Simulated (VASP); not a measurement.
A run of VASP 6.6.1:

INCAR

```
  ALGO = Fast
  EDIFF = 1E-6
  ENCUT = 520
  GGA = PE
  ISIF = 2
  ISMEAR = 0
  LASPH = True
  LCHARG = False
  LREAL = False
  LWAVE = False
  NBANDS = 12
  NELM = 100
  PREC = Accurate
  SIGMA = 0.15
```

KPOINTS

```
k-points
0
Gamma
  20 20 20
```

Contents of POSCAR:

```
In
1.0
   -1.6505422500      1.6017577500      2.4739500000
    1.6505422500     -1.6017577500      2.4739500000
    1.6505422500      1.6017577500     -2.4739500000
In
1
Direct
    0.0000000000      0.0000000000      0.0000000000
```

Potentials or basis: VASP PAW PBE potentials, release 64 (In_d).

The run is started by

```sh
$ cat potpaw_PBE.64/In_d/POTCAR > POTCAR
$ mpirun -np 1 vasp_std > vasp.out
```

Hardware: 1 thread of Intel Xeon 8259CL, with other jobs on the host.

Q: How long does it take, and how much memory?

A: Run time: 12 min on 1 thread of Intel Xeon 8259CL, with other jobs on the host, peak memory 0.45 GiB. Counts: scf iterations 13, k points 1166.
